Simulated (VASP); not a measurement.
CoBr:

```xyz
2
Lattice="3.4980 0.0000 0.0000 -1.7490 3.0293 0.0000 0.0000 0.0000 4.5020" Properties=species:S:1:pos:R:3 pbc="T T T"
Co    0.0000    0.0000    0.0000
Br    0.0000    0.0000    2.2510
```

Base run:

```yaml
Program: VASP 6.6.1
Functional: PBE
Potentials_or_basis: VASP PAW PBE potentials, release 64 (Co, Br)
Cutoff: 520 eV
k_mesh: 11 × 11 × 8
Occupations: fermi-dirac, width 0.05 eV
Spin: collinear spin, ferromagnetic start
Starting_moments: "[2.5, 0.0] μB"
Hubbard_terms: Co d U = 8.0 eV
```

Its results: pressure 4.9 GPa; net moment 2.06 μB per cell; site moments Co +2.08; Br -0.01 μB.

**Question.** The run is repeated on the same cell with these changes: hubbard terms from Co d U = 8.0 eV to Co d U = 6.0 eV. What comes out?

**Answer.** Pressure 3.5 GPa; net moment 2.05 μB per cell; site moments Co +2.06; Br +0.11 μB.

Caveats: the stress differs along the axes, from 1 to 7 GPa (at least some runs); the cell stands under pressure (at least some runs).
